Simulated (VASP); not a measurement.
A run of VASP 6.6.1:

INCAR

```
SYSTEM = W2Cl
PREC = Accurate
ENCUT = 520
EDIFF = 1E-6
ISMEAR = 0
SIGMA = 0.1
LREAL = .False.
LASPH = .True.
NELM = 60
ALGO = Normal
ISIF = 2
LWAVE = .False.
LCHARG = .False.
GGA = PE
NBANDS = 44
```

Contents of KPOINTS:

```
regular mesh
0
Gamma
  6 6 2
  0 0 0
```

Contents of POSCAR:

```
W2Cl
1.0
    3.1552045700      0.0000000000      0.0000000000
   -1.5776022800      2.7324873100      0.0000000000
    0.0000000000      0.0000000000     13.0555760800
W Cl
4 2
Direct
    0.3333333300      0.6666666700      0.8710007700
    0.6666666700      0.3333333300      0.3710007700
    0.3333333300      0.6666666700      0.6289992300
    0.6666666700      0.3333333300      0.1289992300
    0.6666666700      0.3333333300      0.7500000000
    0.3333333300      0.6666666700      0.2500000000
```

Potentials or basis: VASP PAW PBE potentials, release 64 (W_sv, Cl).

The run is started by

```sh
$ cat potpaw_PBE.64/W_sv/POTCAR potpaw_PBE.64/Cl/POTCAR > POTCAR
$ mpirun -np 1 vasp_std > vasp.out
```

Hardware: 1 thread of Intel(R) Xeon(R) Platinum 8259CL CPU @ 2.50GHz (Skylake/Cascade Lake), on a shared host.

**Question.** How long does it take, and how much memory?

**Answer.** It took 85 s on 1 thread of Intel(R) Xeon(R) Platinum 8259CL CPU @ 2.50GHz (Skylake/Cascade Lake), on a shared host, peak memory 0.23 GiB. Counts: scf iterations 13, k points 14.
